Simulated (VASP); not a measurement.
# GaAs (F-43m) in VASP: a series of runs

GaAs is run at these levels: RPBE+D4, PBE, r2SCAN+rVV10; tasks: relaxation of cell and atoms, single point.

Program: VASP 6.6.1. These are calculated values, not measurements. Logs are shortened: lines on timing, memory, paths and dates and some standing lists are left out, and cuts for length are marked.

**What was measured.**

From “Evidence of valence band perturbations in GaAsN/GaAs(001): A combined variable-angle spectroscopic ellipsometry and modulated photoreflectance investigation”, 2008, arxiv:0805.2212, for a bulk crystal of GaAs at 300 K: band gap 1.412 ± 0.01 eV (direct).

The runs below are set against these values where they give the same quantity.

## Step 1: The cell of the first run

Symmetry: F-43m, No. 216, cubic system. The conventional cell has a = 5.654 Å, b = 5.654 Å, c = 5.654 Å, α = 90.00°, β = 90.00°, γ = 90.00°. Within 3.2 Å of As (site symmetry -43m) lie 4 Ga at 2.45 Å. Ga (site symmetry -43m) has 4 As at 2.45 Å within 3.2 Å.

## Step 2: Relaxation of cell and atoms, RPBE+D4

INCAR reads:

```
  PREC = Accurate
  ENCUT = 500
  EDIFF = 1E-7
  ISMEAR = -1
  SIGMA = 0.05
  LREAL = False
  LASPH = True
  NELM = 120
  ALGO = Normal
  ISIF = 3
  LWAVE = False
  LCHARG = False
  GGA = RP
  IVDW = 13
  IBRION = 2
  NSW = 80
  EDIFFG = -0.02
  GGA_COMPAT = False
  NELMIN = 4
```

KPOINTS reads:

```
Automatic mesh
0
Gamma
  8 8 8
```

POSCAR reads:

```
GaAs
1.0
    0.0000000000      2.8268500000      2.8268500000
    2.8268500000      0.0000000000      2.8268500000
    2.8268500000      2.8268500000      0.0000000000
As Ga
1 1
Direct
    0.7500000000      0.7500000000      0.7500000000
    0.0000000000      0.0000000000      0.0000000000
```

Potentials or basis: VASP PAW PBE potentials, release 64 (As, Ga_d).

Launch:

```bash
cat potpaw_PBE.64/As/POTCAR potpaw_PBE.64/Ga_d/POTCAR > POTCAR
mpirun -np 1 vasp_std > vasp.out
```

OUTCAR:

```text
PREC = Accurate
   ENCUT = 500
   EDIFF = 1E-7
   ISMEAR = -1
   LREAL = False
   LASPH = True
   NELM = 120
   ISIF = 3
   GGA = RP
   IVDW = 13
   IBRION = 2
   NSW = 80
   EDIFFG = -0.02
   NELMIN = 4

 ion  position               nearest neighbor table
   1  0.750  0.750  0.750-   2 2.45   2 2.45   2 2.45   2 2.45
   2  0.000  0.000  0.000-   1 2.45   1 2.45   1 2.45   1 2.45

  LATTYP: Found a face centered cubic cell.
 ALAT       =     5.6537000000

  Lattice vectors:

 A1 = (   0.0000000000,   2.8268500000,   2.8268500000)
 A2 = (   2.8268500000,   0.0000000000,   2.8268500000)
 A3 = (   2.8268500000,   2.8268500000,   0.0000000000)

Analysis of symmetry for initial positions (statically):
=====================================================================
 Subroutine PRICEL returns:
 Original cell was already a primitive cell.

 Routine SETGRP: Setting up the symmetry group for a
 face centered cubic supercell.

 Subroutine GETGRP returns: Found 24 space group operations
 (whereof 24 operations were pure point group operations)
 out of a pool of 48 trial point group operations.

The static configuration has the point symmetry T_d .

Analysis of symmetry for dynamics (positions and initial velocities):
=====================================================================
 Subroutine PRICEL returns:
 Original cell was already a primitive cell.

 Routine SETGRP: Setting up the symmetry group for a
 face centered cubic supercell.

 Subroutine GETGRP returns: Found 24 space group operations
 (whereof 24 operations were pure point group operations)
 out of a pool of 48 trial point group operations.

The dynamic configuration has the point symmetry T_d .

 Subroutine INISYM returns: Found 24 space group operations
 (whereof 24 operations are pure point group operations),
 and found     1 'primitive' translations

----------------------------------------------------------------------------------------

                                     Primitive cell

  volume of cell :      45.1792

  direct lattice vectors                    reciprocal lattice vectors
     0.000000000  2.826850000  2.826850000    -0.176875321  0.176875321  0.176875321
     2.826850000  0.000000000  2.826850000     0.176875321 -0.176875321  0.176875321
     2.826850000  2.826850000  0.000000000     0.176875321  0.176875321 -0.176875321

  length of vectors
     3.997769609  3.997769609  3.997769609     0.306357042  0.306357042  0.306357042

  position of ions in fractional coordinates (direct lattice)
     0.750000000  0.750000000  0.750000000
     0.000000000  0.000000000  0.000000000

  ion indices of the primitive-cell ions
   primitive index   ion index
                 1           1
                 2           2

[... 73 lines left out ...]
   EDIFFG = -.2E-01   stopping-criterion for IOM
   NSW    =     80    number of steps for IOM
   IBRION =      2    ionic relax: 0-MD 1-quasi-New 2-CG
   NFREE  =      1    steps in history (QN), initial steepest desc. (CG)
   ISIF   =      3    stress and relaxation
   ISYM   =      2    0-nonsym 1-usesym 2-fastsym
   POTIM  = 0.5000    time-step for ionic-motion
   TEBEG  =    0.0;   TEEND  =   0.0 temperature during run
   PSTRESS=    0.0 pullay stress
   NELECT =      18.0000    total number of electrons
   NUPDOWN=      -1.0000    fix difference up-down
   EMIN   =  10.00;   EMAX   =-10.00  energy-range for DOS
   EFERMI =   0.00;   METHOD = LEGACY
   ISMEAR =    -1;   SIGMA  =   0.05  broadening in eV -4-tet -1-fermi 0-gaus
   EFERMI_NEDOS =   21; number of points for ismear=-14 and -15
   IALGO  =     38    algorithm
   IMIX   =      4    mixing-type and parameters
     AMIX     =   0.40;   BMIX     =  1.00
     AMIX_MAG =   1.60;   BMIX_MAG =  1.00
  volume/ion in A,a.u.               =      22.59       152.44
  Fermi-wavevector in a.u.,A,eV,Ry     =   1.204628  2.276417 19.743799  1.451128
  Thomas-Fermi vector in A             =   2.340347
   LORBIT       =      0    0 simple, 1 ext, 2 COOP (PROOUT), +10 PAW based schemes
   GGA     = RP    functional components
   LHFCALC =     F    Hartree Fock is set to
   AEXX    =    0.0000 exact exchange contribution
   IVDW    =    13    specifies the selected vdW correction
   LEPSILON=     F    determine dielectric tensor
   LRPA    =     F    only Hartree local field effects (RPA)
 conjugate gradient relaxation of ions
 non-spin polarized calculation
  energy-cutoff  :      500.00
  volume of cell :       45.18
 maximum number of plane-waves:      1174
 NGX is ok and might be reduce to    30
   NGX = 15   NGY = 15   NGZ = 15

--------------------------------------- Ionic step        1  -------------------------------------------

 number of electron      17.9999995 magnetization

 Free energy of the ion-electron system (eV)
  ---------------------------------------------------
  ext. energy  EPLUGINS =         0.00000000
  ---------------------------------------------------
  free energy    TOTEN  =        -7.53721705 eV

  energy without entropy =       -7.53720870  energy(sigma->0) =       -7.53721287

------------------------ aborting loop because EDIFF is reached ----------------------------------------

  DFT-D4 for vdW energy calculation

  Edisp (eV):   -1.55187
[... 71 lines left out ...]
--------------------------------------- Ionic step        3  -------------------------------------------

 number of electron      18.0000005 magnetization

 Free energy of the ion-electron system (eV)
  ---------------------------------------------------
  ext. energy  EPLUGINS =         0.00000000
  ---------------------------------------------------
  free energy    TOTEN  =        -7.51568404 eV

  energy without entropy =       -7.51568055  energy(sigma->0) =       -7.51568229

 E-fermi :   4.5623     XC(G=0):  -9.4790

 val. band max:        4.1611989709   @ k =   0.0000   0.0000   0.0000
 cond. band min:       4.9056438719   @ k =   0.0000   0.0000   0.0000
 fundamental gap:      0.7444449009
 Fermi energy:         4.5622581554

 k-point     1 :       0.0000    0.0000    0.0000
  band No.  band energies     occupation
      1     -10.6689      2.00000
      2     -10.6689      2.00000
      3     -10.6689      2.00000
      4     -10.5867      2.00000
      5     -10.5867      2.00000
      6      -8.6203      2.00000
      7       4.1612      1.99934
      8       4.1612      1.99934
      9       4.1612      1.99934
     10       4.9056      0.00208
     11       7.9204      0.00000
     12       7.9204      0.00000
     13       7.9204      0.00000
[... 354 lines left out ...]
  band No.  band energies     occupation
      1     -10.7601      2.00000
      2     -10.6429      2.00000
      3     -10.6352      2.00000
      4     -10.5911      2.00000
      5     -10.5830      2.00000
      6      -6.4701      2.00000
      7      -2.3447      2.00000
      8       0.9157      2.00000
      9       2.1995      2.00000
     10       7.2919      0.00000
     11       8.3973      0.00000
     12      10.5822      0.00000
     13      11.9771      0.00000

 [... further k-points ...]

------------------------ aborting loop because EDIFF is reached ----------------------------------------

  DFT-D4 for vdW energy calculation

  Edisp (eV):   -1.57512
[... 25 lines left out ...]
  FREE ENERGIE OF THE ION-ELECTRON SYSTEM (eV)
  ---------------------------------------------------
  free  energy   TOTEN  =        -9.0908043512 eV

  energy  without entropy=       -9.0908008550  energy(sigma->0) =       -9.09080260

 reached required accuracy - stopping structural energy minimisation
```

It took 35 s on 1 thread of AMD EPYC 7R13 (Zen 3), shared host; peak memory 0.15 GiB.

What came out:

```
Free energy                            : -9.0908 eV
Relaxed volume                         : 22.30 Å³/atom
Relaxed cell                           : a = 3.980 Å, b = 3.980 Å, c = 3.980 Å, α = 60.00°, β = 60.00°, γ = 60.00°
Space group after relaxing (to 0.05 Å) : F-43m (No. 216)
Energy gained by relaxing              : 0.9 meV/atom
Ionic steps                            : 3
Pressure after relaxing                : 0.0 GPa
Band gap on the k mesh                 : 0.74 eV, direct
Dispersion energy per atom             : -0.788 eV
```

Step by step:
```
step  energy change (eV)  largest force (eV/Å)  pressure (GPa)  volume (Å³)
   1              0.0000                0.0000           -0.91        45.18
   2             -0.0014                0.0000            0.40        44.34
   3             -0.0017                0.0000            0.00        44.59
```

Final structure:
```
CELL_PARAMETERS angstrom
0.00000 2.81461 2.81461
2.81461 0.00000 2.81461
2.81461 2.81461 0.00000
ATOMIC_POSITIONS crystal
As 0.75000 0.75000 0.75000
Ga 0.00000 0.00000 0.00000
```

Levels at points of the mesh, in eV from the valence-band top:
| k point | band 5 | band 6 | band 7 | band 8 | band 9 | band 10 | band 11 | band 12 | band 13 |
| --- | --- | --- | --- | --- | --- | --- | --- | --- | --- |
| (0.00, 0.00, 0.00) | -14.75 | -12.78 | 0.00 | 0.00 | 0.00 | 0.74 | 3.76 | 3.76 | 3.76 |
| (0.50, 0.00, 0.00) | -14.74 | -10.98 | -6.67 | -1.16 | -1.16 | 1.13 | 4.67 | 4.67 | 7.93 |
| (0.50, 0.50, 0.00) | -14.73 | -10.22 | -6.84 | -2.71 | -2.71 | 1.54 | 1.73 | 10.32 | 10.32 |

Caveat: the PAW data sets were made with another functional, which shifts forces and pressure a little. A k mesh can miss the band edges.

(Part 1 of 2 ends here.)
